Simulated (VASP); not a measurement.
# PbS (C2/m) in VASP: a series of runs

Aim: see how the results for PbS move with the level of theory and the settings. Levels: PBE, r2SCAN. Tasks: single point.

Program: VASP 6.6.1. These are calculated values, not measurements. Logs are shortened: lines on timing, memory, paths and dates and some standing lists are left out, and cuts for length are marked.

## (1) The cell of the first run

The typed cell holds 4 atoms: a = 4.199 Å, b = 4.199 Å, c = 5.955 Å, α = 90.03°, β = 90.03°, γ = 90.00°.

## (2) Single point, PBE

The input, INCAR:

```
SYSTEM = PbS
ALGO = Normal ; EDIFF = 1E-7
ENCUT = 520 ; GGA = PE
ISIF = 2 ; ISMEAR = 0
LASPH = .True. ; LCHARG = .False.
LREAL = .False. ; LWAVE = .False.
NBANDS = 28 ; NELM = 80
PREC = Accurate ; SIGMA = 0.01
```

The input, KPOINTS:

```
k-points
0
Gamma
  6 6 4
  0 0 0
```

The input, POSCAR:

```
PbS
1.0
    2.9546857060     -2.9689146782      0.2885111679
    2.9546857060      2.9689146782      0.2885111679
   -0.5835654437      0.0000000000      5.9261898233
Pb S
2 2
Direct
    0.7499848511      0.7499848511      0.7500022177
    0.2500151489      0.2500151489      0.2499977823
    0.2500793338      0.2500793338      0.7500269652
    0.7499206662      0.7499206662      0.2499730348
```

Potentials or basis: VASP PAW PBE potentials, release 64 (Pb_d, S).

The run is started by

```sh
$ cat potpaw_PBE.64/Pb_d/POTCAR potpaw_PBE.64/S/POTCAR > POTCAR
$ mpirun -np 1 vasp_std > vasp.out
```

OUTCAR:

```text
SYSTEM = PbS
   EDIFF = 1E-7
   ENCUT = 520
   GGA = PE
   ISIF = 2
   ISMEAR = 0
   LASPH = .True.
   LREAL = .False.
   NELM = 80
   PREC = Accurate

 ion  position               nearest neighbor table
   1  0.750  0.750  0.750-   3 2.97   3 2.97   3 2.97   3 2.97   4 2.98   4 2.98
   2  0.250  0.250  0.250-   4 2.97   4 2.97   4 2.97   4 2.97   3 2.98   3 2.98
   3  0.250  0.250  0.750-   1 2.97   1 2.97   1 2.97   1 2.97   2 2.98   2 2.98
   4  0.750  0.750  0.250-   2 2.97   2 2.97   2 2.97   2 2.97   1 2.98   1 2.98

  LATTYP: Found a base centered monoclinic cell.
 ALAT       =     5.9374763377
 B/A-ratio  =     1.0000594560
 C/A-ratio  =     1.0029266102
 COS(beta)  =    -0.0008191085

  Lattice vectors:

 A1 = (   2.9546857060,  -2.9689146782,   0.2885111679)
 A2 = (   2.9546857060,   2.9689146782,   0.2885111679)
 A3 = (  -0.5835654437,   0.0000000000,   5.9261898233)

Analysis of symmetry for initial positions (statically):
=====================================================================
 Subroutine PRICEL returns:
 Original cell was already a primitive cell.

 Routine SETGRP: Setting up the symmetry group for a
 base centered monoclinic supercell.

 Subroutine GETGRP returns: Found  4 space group operations
 (whereof  4 operations were pure point group operations)
 out of a pool of  4 trial point group operations.

The static configuration has the point symmetry C_2h.

Analysis of symmetry for dynamics (positions and initial velocities):
=====================================================================
 Subroutine PRICEL returns:
 Original cell was already a primitive cell.

 Routine SETGRP: Setting up the symmetry group for a
 base centered monoclinic supercell.

 Subroutine GETGRP returns: Found  4 space group operations
 (whereof  4 operations were pure point group operations)
 out of a pool of  4 trial point group operations.

The dynamic configuration has the point symmetry C_2h.

 Subroutine INISYM returns: Found  4 space group operations
 (whereof  4 operations are pure point group operations),
 and found     1 'primitive' translations

----------------------------------------------------------------------------------------

                                     Primitive cell

  volume of cell :     104.9713
[... 83 lines left out ...]
 SYSTEM =  PbS
   PREC   = accura    normal or accurate (medium, high low for compatibility)
   ISTART =      0    job   : 0-new  1-cont  2-samecut
   ICHARG =      2    charge: 1-file 2-atom 10-const
   ISPIN  =      1    spin polarized calculation?
   LNONCOLLINEAR =      F non collinear calculations
   LSORBIT =      F    spin-orbit coupling
   LASPH  =      T    aspherical Exc in radial PAW
   ENCUT  =  520.0 eV  38.22 Ry    6.18 a.u.   7.81  7.81 11.07*2*pi/ulx,y,z
   NELM   =     80;   NELMIN=  2; NELMDL= -5     # of ELM steps
   EDIFF  = 0.1E-06   stopping-criterion for ELM
   LREAL  =      F    real-space projection
   EDIFFG = 0.1E-05   stopping-criterion for IOM
   NSW    =      0    number of steps for IOM
   IBRION =     -1    ionic relax: 0-MD 1-quasi-New 2-CG
   NFREE  =      0    steps in history (QN), initial steepest desc. (CG)
   ISIF   =      2    stress and relaxation
   ISYM   =      2    0-nonsym 1-usesym 2-fastsym
   POTIM  = 0.5000    time-step for ionic-motion
   TEBEG  =    0.0;   TEEND  =   0.0 temperature during run
   PSTRESS=    0.0 pullay stress
   NELECT =      40.0000    total number of electrons
   NUPDOWN=      -1.0000    fix difference up-down
   EMIN   =  10.00;   EMAX   =-10.00  energy-range for DOS
   EFERMI =   0.00;   METHOD = LEGACY
   ISMEAR =     0;   SIGMA  =   0.01  broadening in eV -4-tet -1-fermi 0-gaus
   EFERMI_NEDOS =   21; number of points for ismear=-14 and -15
   IALGO  =     38    algorithm
   IMIX   =      4    mixing-type and parameters
     AMIX     =   0.40;   BMIX     =  1.00
     AMIX_MAG =   1.60;   BMIX_MAG =  1.00
  volume/ion in A,a.u.               =      26.24       177.10
  Fermi-wavevector in a.u.,A,eV,Ry     =   1.186874  2.242867 19.166121  1.408670
  Thomas-Fermi vector in A             =   2.323038
   LORBIT       =      0    0 simple, 1 ext, 2 COOP (PROOUT), +10 PAW based schemes
   GGA     = PE    functional components
   LHFCALC =     F    Hartree Fock is set to
   AEXX    =    0.0000 exact exchange contribution
   IVDW    =     0    specifies the selected vdW correction
   LEPSILON=     F    determine dielectric tensor
   LRPA    =     F    only Hartree local field effects (RPA)
 non-spin polarized calculation
 Gauss-broadening in eV      SIGMA  =   0.01
  energy-cutoff  :      520.00
  volume of cell :      104.97
 maximum number of plane-waves:      2848
   NGX = 15   NGY = 15   NGZ = 23

 number of electron      39.9999995 magnetization

 Free energy of the ion-electron system (eV)
  ---------------------------------------------------
  ext. energy  EPLUGINS =         0.00000000
  ---------------------------------------------------
  free energy    TOTEN  =       -17.50837870 eV

  energy without entropy =      -17.50837870  energy(sigma->0) =      -17.50837870

 E-fermi :   5.8463     XC(G=0):  -9.6536

 val. band max:        5.7399000338   @ k =   0.5000   0.0000   0.5000
 cond. band min:       6.1218315943   @ k =   0.5000   0.0000   0.5000
 fundamental gap:      0.3819315605
 Fermi energy:         5.8463306485

 k-point     1 :       0.0000    0.0000    0.0000
  band No.  band energies     occupation
      1     -11.2038      2.00000
      2     -11.0924      2.00000
      3     -11.0703      2.00000
      4     -11.0703      2.00000
      5     -11.0678      2.00000
      6     -11.0550      2.00000
[... 733 lines left out ...]
     27      12.5294      0.00000
     28      12.5456      0.00000

 [... further k-points ...]
[... 5 lines left out ...]
  --------------------------------------------------------------------------------------
  -------------------------------------------------------------------------------------
  Total        1.1955154      1.1923116      1.2246254      0.0000000      0.0000000      0.0080881
  in kB       18.2471589     18.1982593     18.6914654      0.0000000      0.0000000      0.1234494
  external PRESSURE =      18.3789612 kB  Pullay stress =       0.0000000 kB

 VOLUME and BASIS-vectors are now :
 -----------------------------------------------------------------------------
  energy-cutoff  :      520.00
  volume of cell :      104.97
      direct lattice vectors                 reciprocal lattice vectors
     2.954685706 -2.968914678  0.288511168     0.167611096 -0.168411711  0.016505047
     2.954685706  2.968914678  0.288511168     0.167611096  0.168411711  0.016505047
    -0.583565444  0.000000000  5.926189823    -0.016319988  0.000000000  0.167135419

 POSITION                                       TOTAL-FORCE (eV/Angst)
 -----------------------------------------------------------------------------------
      3.99426      0.00000      4.87741         0.000291      0.000000      0.000046
      1.33154      0.00000      1.62580        -0.000291      0.000000     -0.000046
      1.04012      0.00000      4.58910        -0.000466      0.000000     -0.000216
      4.28568      0.00000      1.91411         0.000466      0.000000      0.000216
 -----------------------------------------------------------------------------------
    total drift:                                0.000000      0.000000     -0.000000

  FREE ENERGIE OF THE ION-ELECTRON SYSTEM (eV)
  ---------------------------------------------------
  free  energy   TOTEN  =       -17.5083786962 eV

  energy  without entropy=      -17.5083786962  energy(sigma->0) =      -17.50837870
```

Wall time 3.1 min (1 thread of AMD EPYC 7R43 (Zen 3), shared host); peak memory 0.23 GiB.

What came out:

* Free energy: -17.5084 eV
* Pressure: 1.8 GPa
* Band gap on the k mesh: 0.38 eV

Caveat: spin-orbit coupling is left out, which moves the levels of the heavy elements.

## (3) Single point, r2SCAN

POSCAR is that of step 2.

The input, INCAR.step1:

```
PREC = Accurate
ENCUT = 520
ISMEAR = 0
SIGMA = 0.01
LREAL = F
LASPH = T
NELM = 100
NBANDS = 28
GGA = PE
ALGO = Normal
EDIFF = 1E-4
LWAVE = T
LCHARG = F
```

The input, INCAR.step2:

```
PREC = Accurate
ENCUT = 520
EDIFF = 1E-7
ISMEAR = 0
SIGMA = 0.01
LREAL = F
LASPH = T
NELM = 100
ALGO = Normal
ISIF = 2
LWAVE = F
LCHARG = T
METAGGA = R2SCAN
LMIXTAU = T
LELF = T
LVHAR = T
NBANDS = 28
ISTART = 1
```

The input, KPOINTS:

```
Automatic mesh
0
Gamma
  6 6 4
```

Potentials or basis: VASP PAW PBE potentials, release 64 (Pb_d, S).

The run is started by

```sh
$ cat potpaw_PBE.64/Pb_d/POTCAR potpaw_PBE.64/S/POTCAR > POTCAR
$ cp INCAR.step1 INCAR
$ mpirun -np 1 vasp_std > vasp.out
$ cp INCAR.step2 INCAR
$ mpirun -np 1 vasp_std > vasp.out
```

Run time: 14 min. Hardware: 1 thread of AMD EPYC 7R43 (Zen 3), shared host; peak memory 0.25 GiB.

It converged, with:

```yaml
Free_energy: -131.2088 eV
Pressure: 1.0 GPa
Band_gap_on_the_k_mesh: 0.64 eV
```

Levels at points of the mesh, in eV from the valence-band top:
| k point | band 16 | band 17 | band 18 | band 19 | band 20 | band 21 | band 22 | band 23 | band 24 | band 25 |
| --- | --- | --- | --- | --- | --- | --- | --- | --- | --- | --- |
| (0.00, 0.00, 0.00) | -3.57 | -3.57 | -2.31 | -2.31 | -2.29 | 4.18 | 5.49 | 5.56 | 5.56 | 5.96 |
| (0.50, 0.00, 0.00) | -3.82 | -2.01 | -2.01 | -0.80 | -0.80 | 1.70 | 1.70 | 2.67 | 2.67 | 4.54 |
| (0.50, 0.50, 0.00) | -5.34 | -3.59 | -3.59 | -3.56 | -3.56 | 4.17 | 4.17 | 6.00 | 6.00 | 6.03 |
| (0.00, 0.00, 0.50) | -2.97 | -2.97 | -2.97 | -1.80 | -1.80 | 2.69 | 2.70 | 5.09 | 5.09 | 5.28 |
| (0.50, 0.00, 0.50) | -1.91 | -1.90 | -1.90 | 0.00 | 0.00 | 0.64 | 0.64 | 2.18 | 2.19 | 2.20 |
| (0.50, 0.50, 0.50) | -4.57 | -4.57 | -4.57 | -1.12 | -1.12 | 2.46 | 2.46 | 5.02 | 5.02 | 5.02 |

Caveat: the PAW data sets were made with another functional, which shifts forces and pressure a little; spin-orbit coupling is left out, which moves the levels of the heavy elements.
